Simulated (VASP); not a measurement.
# Zn (Pm-3m) in VASP: a series of runs

The runs below take Zn through single point, relaxation of cell and atoms, with PBE.

Program: VASP 6.6.1. These are calculated values, not measurements. Logs are shortened: lines on timing, memory, paths and dates and some standing lists are left out, and cuts for length are marked.

### 1 The cell of the first run

It takes space group Pm-3m (No. 221, cubic). The conventional cell has a = 2.539 Å, b = 2.539 Å, c = 2.539 Å, α = 90.00°, β = 90.00°, γ = 90.00°. Within 3.4 Å of Zn (site symmetry m-3m) lie 6 Zn at 2.54 Å.

### 2 Single point, PBE

INCAR reads:

```
SYSTEM = Zn
  PREC = Accurate
  ENCUT = 520
  EDIFF = 1E-7
  ISMEAR = -1
  SIGMA = 0.1
  LREAL = .FALSE.
  LASPH = .TRUE.
  NELM = 60
  ALGO = Normal
  ISIF = 2
  LWAVE = .FALSE.
  LCHARG = .FALSE.
  GGA = PE
  NBANDS = 12
```

KPOINTS reads:

```
regular mesh
0
G
  15 15 15
  0 0 0
```

POSCAR reads:

```
Zn
1.0
    2.5385937996      0.0000000000      0.0000000000
    0.0000000000      2.5385937996      0.0000000000
    0.0000000000      0.0000000000      2.5385937996
Zn
1
Direct
    0.0000000000      0.0000000000      0.0000000000
```

Potentials or basis: VASP PAW PBE potentials, release 64 (Zn).

The run is started by

```console
$ cat potpaw_PBE.64/Zn/POTCAR > POTCAR
$ mpirun -np 1 vasp_std > vasp.out
```

OUTCAR:

```text
SYSTEM = Zn
   PREC = Accurate
   ENCUT = 520
   EDIFF = 1E-7
   ISMEAR = -1
   LREAL = .FALSE.
   LASPH = .TRUE.
   NELM = 60
   ISIF = 2
   GGA = PE

 ion  position               nearest neighbor table
   1  0.000  0.000  0.000-

  LATTYP: Found a simple cubic cell.
 ALAT       =     2.5385937996

  Lattice vectors:

 A1 = (   2.5385937996,   0.0000000000,   0.0000000000)
 A2 = (   0.0000000000,   2.5385937996,   0.0000000000)
 A3 = (   0.0000000000,   0.0000000000,   2.5385937996)

Analysis of symmetry for initial positions (statically):
=====================================================================
 Subroutine PRICEL returns:
 Original cell was already a primitive cell.

 Routine SETGRP: Setting up the symmetry group for a
 simple cubic supercell.

 Subroutine GETGRP returns: Found 48 space group operations
 (whereof 48 operations were pure point group operations)
 out of a pool of 48 trial point group operations.

The static configuration has the point symmetry O_h .

Analysis of symmetry for dynamics (positions and initial velocities):
=====================================================================
 Subroutine PRICEL returns:
 Original cell was already a primitive cell.

 Routine SETGRP: Setting up the symmetry group for a
 simple cubic supercell.

 Subroutine GETGRP returns: Found 48 space group operations
 (whereof 48 operations were pure point group operations)
 out of a pool of 48 trial point group operations.

The dynamic configuration has the point symmetry O_h .

 Subroutine INISYM returns: Found 48 space group operations
 (whereof 48 operations are pure point group operations),
 and found     1 'primitive' translations

----------------------------------------------------------------------------------------

                                     Primitive cell

  volume of cell :      16.3599

  direct lattice vectors                    reciprocal lattice vectors
     2.538593800  0.000000000  0.000000000     0.393918870  0.000000000  0.000000000
     0.000000000  2.538593800  0.000000000     0.000000000  0.393918870  0.000000000
     0.000000000  0.000000000  2.538593800     0.000000000  0.000000000  0.393918870

  length of vectors
     2.538593800  2.538593800  2.538593800     0.393918870  0.393918870  0.393918870

  position of ions in fractional coordinates (direct lattice)
     0.000000000  0.000000000  0.000000000

  ion indices of the primitive-cell ions
   primitive index   ion index
                 1           1

----------------------------------------------------------------------------------------

 KPOINTS: regular mesh

Automatic generation of k-mesh.
 Grid dimensions read from file:
 generate k-points for:   15   15   15

 Generating k-lattice:

  Cartesian coordinates                     Fractional coordinates (reciprocal lattice)
     0.026261258  0.000000000  0.000000000     0.066666667  0.000000000  0.000000000
     0.000000000  0.026261258  0.000000000     0.000000000  0.066666667  0.000000000
     0.000000000  0.000000000  0.026261258     0.000000000  0.000000000  0.066666667

  Length of vectors
     0.026261258  0.026261258  0.026261258

  Shift w.r.t. Gamma in fractional coordinates (k-lattice)
     0.000000000  0.000000000  0.000000000

 Subroutine IBZKPT returns following result:
 ===========================================

 Found    120 irreducible k-points:

 Following reciprocal coordinates:
            Coordinates               Weight
  0.000000  0.000000  0.000000      1.000000
  0.066667  0.000000  0.000000      6.000000
  0.133333  0.000000  0.000000      6.000000
  0.200000  0.000000  0.000000      6.000000
  0.266667  0.000000  0.000000      6.000000
  0.333333  0.000000  0.000000      6.000000
[... 16 lines left out ...]
  0.266667  0.200000  0.000000     24.000000
  0.333333  0.200000  0.000000     24.000000
 [... further k-points ...]
   k-points           NKPTS =    120   k-points in BZ     NKDIM =    120   number of bands    NBANDS=     12
   number of dos      NEDOS =    301   number of ions     NIONS =      1
   total plane-waves  NPLWV =   8000
   dimension x,y,z NGX =    20 NGY =   20 NGZ =   20
   dimension x,y,z NGXF=    40 NGYF=   40 NGZF=   40
   ions per type =               1
   NGX,Y,Z   is equivalent  to a cutoff of  13.10, 13.10, 13.10 a.u.
   NGXF,Y,Z  is equivalent  to a cutoff of  26.19, 26.19, 26.19 a.u.
 SYSTEM =  Zn
   PREC   = accura    normal or accurate (medium, high low for compatibility)
   ISTART =      0    job   : 0-new  1-cont  2-samecut
   ICHARG =      2    charge: 1-file 2-atom 10-const
   ISPIN  =      1    spin polarized calculation?
   LNONCOLLINEAR =      F non collinear calculations
   LSORBIT =      F    spin-orbit coupling
   LASPH  =      T    aspherical Exc in radial PAW
   ENCUT  =  520.0 eV  38.22 Ry    6.18 a.u.   4.72  4.72  4.72*2*pi/ulx,y,z
   NELM   =     60;   NELMIN=  2; NELMDL= -5     # of ELM steps
   EDIFF  = 0.1E-06   stopping-criterion for ELM
   LREAL  =      F    real-space projection
   EDIFFG = 0.1E-05   stopping-criterion for IOM
   NSW    =      0    number of steps for IOM
   IBRION =     -1    ionic relax: 0-MD 1-quasi-New 2-CG
   NFREE  =      0    steps in history (QN), initial steepest desc. (CG)
   ISIF   =      2    stress and relaxation
   ISYM   =      2    0-nonsym 1-usesym 2-fastsym
   POTIM  = 0.5000    time-step for ionic-motion
   TEBEG  =    0.0;   TEEND  =   0.0 temperature during run
   PSTRESS=    0.0 pullay stress
   NELECT =      12.0000    total number of electrons
   NUPDOWN=      -1.0000    fix difference up-down
   EMIN   =  10.00;   EMAX   =-10.00  energy-range for DOS
   EFERMI =   0.00;   METHOD = LEGACY
   ISMEAR =    -1;   SIGMA  =   0.10  broadening in eV -4-tet -1-fermi 0-gaus
   EFERMI_NEDOS =   21; number of points for ismear=-14 and -15
   IALGO  =     38    algorithm
   IMIX   =      4    mixing-type and parameters
     AMIX     =   0.40;   BMIX     =  1.00
     AMIX_MAG =   1.60;   BMIX_MAG =  1.00
  volume/ion in A,a.u.               =      16.36       110.40
  Fermi-wavevector in a.u.,A,eV,Ry     =   1.476416  2.790021 29.658031  2.179804
  Thomas-Fermi vector in A             =   2.590945
   LORBIT       =      0    0 simple, 1 ext, 2 COOP (PROOUT), +10 PAW based schemes
   GGA     = PE    functional components
   LHFCALC =     F    Hartree Fock is set to
   AEXX    =    0.0000 exact exchange contribution
   IVDW    =     0    specifies the selected vdW correction
   LEPSILON=     F    determine dielectric tensor
   LRPA    =     F    only Hartree local field effects (RPA)
 non-spin polarized calculation
  energy-cutoff  :      520.00
  volume of cell :       16.36
 maximum number of plane-waves:       461
 NGX is ok and might be reduce to    20
   NGX =  9   NGY =  9   NGZ =  9

 number of electron      12.0000008 magnetization

 Free energy of the ion-electron system (eV)
  ---------------------------------------------------
  ext. energy  EPLUGINS =         0.00000000
  ---------------------------------------------------
  free energy    TOTEN  =        -0.84744942 eV

  energy without entropy =       -0.83567927  energy(sigma->0) =       -0.84156435

 E-fermi :   2.4189     XC(G=0): -11.1013

 val. band max:        2.4041309615   @ k =   0.4667   0.4000   0.1333
 cond. band min:       2.5240662428   @ k =   0.4000   0.1333   0.0000
 fundamental gap:      0.1199352813
 Fermi energy:         2.4188983783

 k-point     1 :       0.0000    0.0000    0.0000
  band No.  band energies     occupation
      1      -7.2677      2.00000
      2      -5.8107      2.00000
      3      -5.8107      2.00000
      4      -4.4212      2.00000
      5      -4.4212      2.00000
      6      -4.4212      2.00000
      7      15.5308      0.00000
      8      15.5308      0.00000
      9      15.5308      0.00000
     10      18.5123      0.00000
     11      18.5123      0.00000
     12      21.6877      0.00000

 k-point     2 :       0.0667    0.0000    0.0000
  band No.  band energies     occupation
      1      -7.1618      2.00000
      2      -5.8042      2.00000
      3      -5.7788      2.00000
      4      -4.4395      2.00000
      5      -4.4395      2.00000
      6      -4.4197      2.00000
      7      13.8655      0.00000
      8      15.6565      0.00000
      9      15.6565      0.00000
     10      18.5878      0.00000
     11      19.7171      0.00000
     12      22.3811      0.00000

 k-point     3 :       0.1333    0.0000    0.0000
  band No.  band energies     occupation
      1      -6.8568      2.00000
      2      -5.7856      2.00000
      3      -5.6743      2.00000
      4      -4.4910      2.00000
      5      -4.4910      2.00000
      6      -4.4154      2.00000
      7      11.3146      0.00000
      8      16.0292      0.00000
      9      16.0292      0.00000
     10      18.8156      0.00000
     11      20.5795      0.00000
     12      24.7587      0.00000

 k-point     4 :       0.2000    0.0000    0.0000
  band No.  band energies     occupation
      1      -6.4160      2.00000
      2      -5.7582      2.00000
      3      -5.4461      2.00000
      4      -4.5657      2.00000
      5      -4.5657      2.00000
      6      -4.4090      2.00000
      7       8.7872      0.00000
      8      16.6354      0.00000
      9      16.6354      0.00000
     10      19.1995      0.00000
     11      21.0396      0.00000
     12      27.9169      0.00000

 k-point     5 :       0.2667    0.0000    0.0000
  band No.  band energies     occupation
      1      -6.0193      2.00000
      2      -5.7265      2.00000
      3      -4.9325      2.00000
      4      -4.6502      2.00000
      5      -4.6502      2.00000
      6      -4.4017      2.00000
      7       6.3953      0.00000
      8      17.4519      0.00000
      9      17.4519      0.00000
     10      19.7453      0.00000
     11      21.4896      0.00000
     12      28.9174      0.00000
[... 228 lines left out ...]
      1      -5.6135      2.00000
      2      -5.3622      2.00000
      3      -5.0350      2.00000
      4      -4.8119      2.00000
      5      -4.4493      2.00000
      6      -0.9862      2.00000
      7       0.6703      2.00000
      8      16.2753      0.00000
      9      18.4138      0.00000
     10      20.9223      0.00000
     11      23.0641      0.00000
     12      25.0694      0.00000

 k-point    22 :       0.2000    0.2000    0.0000
  band No.  band energies     occupation
      1      -5.8301      2.00000
      2      -5.3677      2.00000
      3      -5.3594      2.00000
      4      -4.5609      2.00000
      5      -4.5366      2.00000
      6      -4.5181      2.00000
      7       9.0974      0.00000
      8      10.4740      0.00000
      9      17.7361      0.00000
     10      20.7286      0.00000
     11      23.7603      0.00000
     12      28.0035      0.00000

 k-point    23 :       0.2667    0.2000    0.0000
  band No.  band energies     occupation
      1      -5.7137      2.00000
      2      -5.3127      2.00000
      3      -5.1200      2.00000
      4      -4.6322      2.00000
      5      -4.5369      2.00000
      6      -4.0786      2.00000
      7       7.1955      0.00000
      8      10.7218      0.00000
      9      18.5532      0.00000
     10      20.8609      0.00000
     11      21.9918      0.00000
     12      29.1990      0.00000

 k-point    24 :       0.3333    0.2000    0.0000
  band No.  band energies     occupation
      1      -5.6435      2.00000
      2      -5.2649      2.00000
      3      -5.0788      2.00000
      4      -4.7081      2.00000
      5      -4.5282      2.00000
      6      -3.1639      2.00000
      7       5.0316      0.00000
      8      11.5884      0.00000
      9      19.3019      0.00000
     10      19.5479      0.00000
     11      22.1696      0.00000
     12      28.6090      0.00000

 [... further k-points ...]

------------------------ aborting loop because EDIFF is reached ----------------------------------------

  FORCE on cell =-STRESS in cart. coord.  units (eV):
  Direction    XX          YY          ZZ          XY          YZ          ZX
  --------------------------------------------------------------------------------------
  -------------------------------------------------------------------------------------
  Total        0.7117426      0.7117426      0.7117426      0.0000000      0.0000000      0.0000000
  in kB       69.7033926     69.7033926     69.7033926      0.0000000      0.0000000      0.0000000
  external PRESSURE =      69.7033926 kB  Pullay stress =       0.0000000 kB

 VOLUME and BASIS-vectors are now :
 -----------------------------------------------------------------------------
  energy-cutoff  :      520.00
  volume of cell :       16.36
      direct lattice vectors                 reciprocal lattice vectors
     2.538593800  0.000000000  0.000000000     0.393918870  0.000000000  0.000000000
     0.000000000  2.538593800  0.000000000     0.000000000  0.393918870  0.000000000
     0.000000000  0.000000000  2.538593800     0.000000000  0.000000000  0.393918870

 POSITION                                       TOTAL-FORCE (eV/Angst)
 -----------------------------------------------------------------------------------
      0.00000      0.00000      0.00000         0.000000      0.000000      0.000000
 -----------------------------------------------------------------------------------
    total drift:                               -0.000000      0.000000      0.000000

  FREE ENERGIE OF THE ION-ELECTRON SYSTEM (eV)
  ---------------------------------------------------
  free  energy   TOTEN  =        -0.8474494211 eV

  energy  without entropy=       -0.8356792731  energy(sigma->0) =       -0.84156435
```

Run time: 10 s. Hardware: 1 thread of Intel Xeon 6975P-C (Granite Rapids), shared host; peak memory 0.13 GiB.

What came out:

- Free energy: -0.8474 eV
- Pressure: 7.0 GPa
- Band gap on the k mesh: zero (band 6 reaches 7.63 eV, above the bottom of band 7 at 0.29 eV)

Levels at points of the mesh, in eV from the Fermi level:
```csv
k point,band 4,band 5,band 6,band 7,band 8,band 9
"(0.00, 0.00, 0.00)",-6.84,-6.84,-6.84,13.11,13.11,13.11
```

### 3 Single point, PBE

INCAR reads:

```
  PREC = Accurate
  ENCUT = 520
  EDIFF = 1E-6
  ISMEAR = -1
  SIGMA = 0.1
  LREAL = False
  LASPH = True
  NELM = 100
  ALGO = Normal
  ISIF = 2
  LWAVE = False
  LCHARG = True
  GGA = PE
  LELF = True
  LVHAR = True
  NBANDS = 12
```

KPOINTS reads:

```
regular mesh
0
Gamma
  15 15 15
```

POSCAR reads:

```
Zn
1.0
    2.5383706274      0.0000000000      0.0000000000
    0.0000000000      2.5383706274      0.0000000000
    0.0000000000      0.0000000000      2.5383706274
Zn
1
Direct
    0.0000000000      0.0000000000      0.0000000000
```

Potentials or basis: VASP PAW PBE potentials, release 64 (Zn).

The run is started by

```console
$ cat potpaw_PBE.64/Zn/POTCAR > POTCAR
$ mpirun -np 1 vasp_std > vasp.out
```

Wall time 8.4 s (1 thread of Intel Xeon 6975P-C (Granite Rapids), shared host); peak memory 0.13 GiB.

Results (log left out):

| Quantity | Value |
| --- | --- |
| Free energy | -0.8473 eV |
| Pressure | 7.0 GPa |
| Band gap on the k mesh | zero (band 6 reaches 7.63 eV, above the bottom of band 7 at 0.29 eV) |

Levels at points of the mesh, in eV from the Fermi level:
```csv
k point,band 3,band 4,band 5,band 6,band 7,band 8,band 9,band 10
"(0.00, 0.00, 0.00)",-8.23,-6.84,-6.84,-6.84,13.11,13.11,13.11,16.10
```

(Continued in part 2 of 2.)
